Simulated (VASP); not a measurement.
# AlNi in VASP: notebook, part 2 of 2

VASP 6.6.1. The steps go on from the part before.

### 3 Single point, r2SCAN

The input, POSCAR:

```
AlNi
1.0
    2.0257776349     -2.0255898669      0.0000000000
    2.0257776349      2.0255898669      0.0000000000
    0.0000000000      0.0000000000      2.8599240281
Al Ni
1 1
Direct
    0.0000000000      0.0000000000      0.0000000000
    0.5000000000      0.5000000000      0.5000000000
```

The input, INCAR.step1:

```
SYSTEM = AlNi
PREC     = Accurate       ! precision mode
ENCUT    = 520            ! plane-wave cutoff, eV
ISMEAR   = 0              ! smearing method
SIGMA    = 0.1            ! smearing width, eV
LREAL    = .False.        ! projectors in reciprocal space
LASPH    = .True.         ! aspherical terms in the spheres
NELM     = 80             ! most SCF steps
NBANDS   = 14             ! bands
GGA      = PE             ! functional
ALGO     = Normal         ! electronic algorithm
EDIFF    = 1E-4           ! SCF threshold, eV
LWAVE    = .True.         ! write WAVECAR
LCHARG   = .False.        ! write CHGCAR
```

The input, INCAR.step2:

```
SYSTEM = AlNi
PREC     = Accurate       ! precision mode
ENCUT    = 520            ! plane-wave cutoff, eV
EDIFF    = 1E-6           ! SCF threshold, eV
ISMEAR   = 0              ! smearing method
SIGMA    = 0.1            ! smearing width, eV
LREAL    = .False.        ! projectors in reciprocal space
LASPH    = .True.         ! aspherical terms in the spheres
NELM     = 80             ! most SCF steps
ALGO     = Normal         ! electronic algorithm
ISIF     = 2              ! what is computed and relaxed
LWAVE    = .False.        ! write WAVECAR
LCHARG   = .False.        ! write CHGCAR
METAGGA  = R2SCAN         ! meta-GGA
LMIXTAU  = .True.       
NBANDS   = 14             ! bands
ISTART   = 1
```

The input, KPOINTS:

```
regular mesh
0
Gamma
  20 20 18
  0 0 0
```

Potentials or basis: VASP PAW PBE potentials, release 64 (Al, Ni).

Launch:

```console
$ cat potpaw_PBE.64/Al/POTCAR potpaw_PBE.64/Ni/POTCAR > POTCAR
$ cp INCAR.step1 INCAR
$ mpirun -np 1 vasp_std > vasp.out
$ cp INCAR.step2 INCAR
$ mpirun -np 1 vasp_std > vasp.out
```

OUTCAR:

```text
SYSTEM = AlNi
   PREC = Accurate
   ENCUT = 520
   EDIFF = 1E-6
   ISMEAR = 0
   LREAL = .False.
   LASPH = .True.
   NELM = 80
   ISIF = 2
   METAGGA = R2SCAN
   ISTART = 1

 ion  position               nearest neighbor table
   1  0.000  0.000  0.000-   2 2.48   2 2.48   2 2.48   2 2.48   2 2.48   2 2.48   2 2.48   2 2.48

   2  0.500  0.500  0.500-   1 2.48   1 2.48   1 2.48   1 2.48   1 2.48   1 2.48   1 2.48   1 2.48

  LATTYP: Found a base centered orthorhombic cell.
 ALAT       =     4.0511797338
 B/A-ratio  =     1.0000926979
 C/A-ratio  =     0.7059484437

  Lattice vectors:

 A1 = (  -2.0257776349,  -2.0255898669,   0.0000000000)
 A2 = (   2.0257776349,  -2.0255898669,   0.0000000000)
 A3 = (   0.0000000000,   0.0000000000,   2.8599240281)

Analysis of symmetry for initial positions (statically):
=====================================================================
 Subroutine PRICEL returns:
 Original cell was already a primitive cell.

 Routine SETGRP: Setting up the symmetry group for a
 base centered orthorhombic supercell.

 Subroutine GETGRP returns: Found  8 space group operations
 (whereof  8 operations were pure point group operations)
 out of a pool of  8 trial point group operations.

The static configuration has the point symmetry D_2h.

Analysis of symmetry for dynamics (positions and initial velocities):
=====================================================================
 Subroutine PRICEL returns:
 Original cell was already a primitive cell.

 Routine SETGRP: Setting up the symmetry group for a
 base centered orthorhombic supercell.

 Subroutine GETGRP returns: Found  8 space group operations
 (whereof  8 operations were pure point group operations)
 out of a pool of  8 trial point group operations.

The dynamic configuration has the point symmetry D_2h.

 Subroutine INISYM returns: Found  8 space group operations
 (whereof  8 operations are pure point group operations),
 and found     1 'primitive' translations

----------------------------------------------------------------------------------------

                                     Primitive cell

  volume of cell :      23.4708

  direct lattice vectors                    reciprocal lattice vectors
     2.025777635 -2.025589867  0.000000000     0.246818798 -0.246841677  0.000000000
     2.025777635  2.025589867  0.000000000     0.246818798  0.246841677  0.000000000
     0.000000000  0.000000000  2.859924028     0.000000000  0.000000000  0.349659638

  length of vectors
     2.864749437  2.864749437  2.859924028     0.349070670  0.349070670  0.349659638

  position of ions in fractional coordinates (direct lattice)
     0.000000000  0.000000000  0.000000000
     0.500000000  0.500000000  0.500000000

  ion indices of the primitive-cell ions
   primitive index   ion index
                 1           1
                 2           2

----------------------------------------------------------------------------------------

 KPOINTS: regular mesh

Automatic generation of k-mesh.
 Grid dimensions read from file:
 generate k-points for:   20   20   18

 Generating k-lattice:

  Cartesian coordinates                     Fractional coordinates (reciprocal lattice)
     0.012340940 -0.012342084  0.000000000     0.050000000  0.000000000  0.000000000
     0.012340940  0.012342084  0.000000000     0.000000000  0.050000000  0.000000000
[... 42 lines left out ...]
   total plane-waves  NPLWV =  13824
   dimension x,y,z NGX =    24 NGY =   24 NGZ =   24
   dimension x,y,z NGXF=    48 NGYF=   48 NGZF=   48
   ions per type =               1   1
   NGX,Y,Z   is equivalent  to a cutoff of  13.93, 13.93, 13.95 a.u.
   NGXF,Y,Z  is equivalent  to a cutoff of  27.86, 27.86, 27.90 a.u.
 SYSTEM =  AlNi
   PREC   = accura    normal or accurate (medium, high low for compatibility)
   ISTART =      1    job   : 0-new  1-cont  2-samecut
   ICHARG =      0    charge: 1-file 2-atom 10-const
   ISPIN  =      1    spin polarized calculation?
   LNONCOLLINEAR =      F non collinear calculations
   LSORBIT =      F    spin-orbit coupling
   LASPH  =      T    aspherical Exc in radial PAW
   ENCUT  =  520.0 eV  38.22 Ry    6.18 a.u.   5.33  5.33  5.32*2*pi/ulx,y,z
   NELM   =     80;   NELMIN=  2; NELMDL=  0     # of ELM steps
   EDIFF  = 0.1E-05   stopping-criterion for ELM
   LREAL  =      F    real-space projection
   EDIFFG = 0.1E-04   stopping-criterion for IOM
   NSW    =      0    number of steps for IOM
   IBRION =     -1    ionic relax: 0-MD 1-quasi-New 2-CG
   NFREE  =      0    steps in history (QN), initial steepest desc. (CG)
   ISIF   =      2    stress and relaxation
   ISYM   =      2    0-nonsym 1-usesym 2-fastsym
   POTIM  = 0.5000    time-step for ionic-motion
   TEBEG  =    0.0;   TEEND  =   0.0 temperature during run
   PSTRESS=    0.0 pullay stress
   NELECT =      13.0000    total number of electrons
   NUPDOWN=      -1.0000    fix difference up-down
   EMIN   =  10.00;   EMAX   =-10.00  energy-range for DOS
   EFERMI =   0.00;   METHOD = LEGACY
   ISMEAR =     0;   SIGMA  =   0.10  broadening in eV -4-tet -1-fermi 0-gaus
   EFERMI_NEDOS =   21; number of points for ismear=-14 and -15
   IALGO  =     38    algorithm
   IMIX   =      4    mixing-type and parameters
     AMIX     =   0.40;   BMIX     =  1.00
     AMIX_MAG =   1.60;   BMIX_MAG =  1.00
  volume/ion in A,a.u.               =      11.74        79.19
  Fermi-wavevector in a.u.,A,eV,Ry     =   1.344456  2.540654 24.593384  1.807563
  Thomas-Fermi vector in A             =   2.472448
   LORBIT       =      0    0 simple, 1 ext, 2 COOP (PROOUT), +10 PAW based schemes
   METAGGA = R2SCAN    functional components
   LHFCALC =     F    Hartree Fock is set to
   AEXX    =    0.0000 exact exchange contribution
   IVDW    =     0    specifies the selected vdW correction
   LEPSILON=     F    determine dielectric tensor
   LRPA    =     F    only Hartree local field effects (RPA)
 non-spin polarized calculation
 Gauss-broadening in eV      SIGMA  =   0.10
  energy-cutoff  :      520.00
  volume of cell :       23.47
 maximum number of plane-waves:       655
 NGX is ok and might be reduce to    24
   NGX = 11   NGY = 11   NGZ = 11

 number of electron      13.0000011 magnetization

 Free energy of the ion-electron system (eV)
  ---------------------------------------------------
  ext. energy  EPLUGINS =         0.00000000
  ---------------------------------------------------
  free energy    TOTEN  =       -20.06989879 eV

  energy without entropy =      -20.06568058  energy(sigma->0) =      -20.06778969

 E-fermi :  10.1329     XC(G=0): -13.1115

 val. band max:       10.1329009690   @ k =  -0.1000   0.0500   0.3333
 cond. band min:      10.1329098411   @ k =   0.1000   0.0500   0.3333
 fundamental gap:      0.0000088721
 Fermi energy:        10.1329077218

 k-point     1 :       0.0000    0.0000    0.0000
  band No.  band energies     occupation
      1      -1.7202      2.00000
      2       6.6984      2.00000
      3       6.6995      2.00000
      4       8.4929      2.00000
      5       8.4952      2.00000
      6       8.4954      2.00000
      7      16.0894      0.00000
      8      16.0900      0.00000
      9      16.1550      0.00000
     10      18.5853      0.00000
     11      18.6000      0.00000
     12      25.5183      0.00000
     13      32.3690      0.00000
     14      32.4050      0.00000
[... 377 lines left out ...]
      1       0.6583      2.00000
      2       5.2625      2.00000
      3       7.1150      2.00000
      4       7.8662      2.00000
      5       7.8946      2.00000
      6       8.5503      2.00000
      7       9.9033      1.99883
      8      17.7622      0.00000
      9      18.9514      0.00000
     10      19.5319      0.00000
     11      23.9467      0.00000
     12      24.3018      0.00000
     13      24.5148      0.00000
     14      27.6543      0.00000

 [... further k-points ...]

------------------------ aborting loop because EDIFF is reached ----------------------------------------

  FORCE on cell =-STRESS in cart. coord.  units (eV):
  Direction    XX          YY          ZZ          XY          YZ          ZX
  --------------------------------------------------------------------------------------
  -------------------------------------------------------------------------------------
  Total       -0.0286851     -0.0249824     -0.0357338      0.0000000      0.0000000      0.0000000
  in kB       -1.9581162     -1.7053657     -2.4392852      0.0000000      0.0000000      0.0000000
  external PRESSURE =      -2.0342557 kB  Pullay stress =       0.0000000 kB

 VOLUME and BASIS-vectors are now :
 -----------------------------------------------------------------------------
  energy-cutoff  :      520.00
  volume of cell :       23.47
      direct lattice vectors                 reciprocal lattice vectors
     2.025777635 -2.025589867  0.000000000     0.246818798 -0.246841677  0.000000000
     2.025777635  2.025589867  0.000000000     0.246818798  0.246841677  0.000000000
     0.000000000  0.000000000  2.859924028     0.000000000  0.000000000  0.349659638

 POSITION                                       TOTAL-FORCE (eV/Angst)
 -----------------------------------------------------------------------------------
      0.00000      0.00000      0.00000         0.000000      0.000000      0.000000
      2.02578      0.00000      1.42996         0.000000      0.000000      0.000000
 -----------------------------------------------------------------------------------
    total drift:                                0.000000     -0.000000     -0.000000

  FREE ENERGIE OF THE ION-ELECTRON SYSTEM (eV)
  ---------------------------------------------------
  free  energy   TOTEN  =       -20.0698987878 eV

  energy  without entropy=      -20.0656805836  energy(sigma->0) =      -20.06778969
```

Run time: 5.2 min. Hardware: 1 thread of Intel Xeon 6975P-C (Granite Rapids), shared host; peak memory 0.46 GiB.

Results:

```
Free energy            : -20.0699 eV
Pressure               : -0.2 GPa
Band gap on the k mesh : zero (an odd number of electrons rules out a gap without spin polarisation)
```

Caveat: the PAW data sets were made with another functional, which shifts forces and pressure a little.
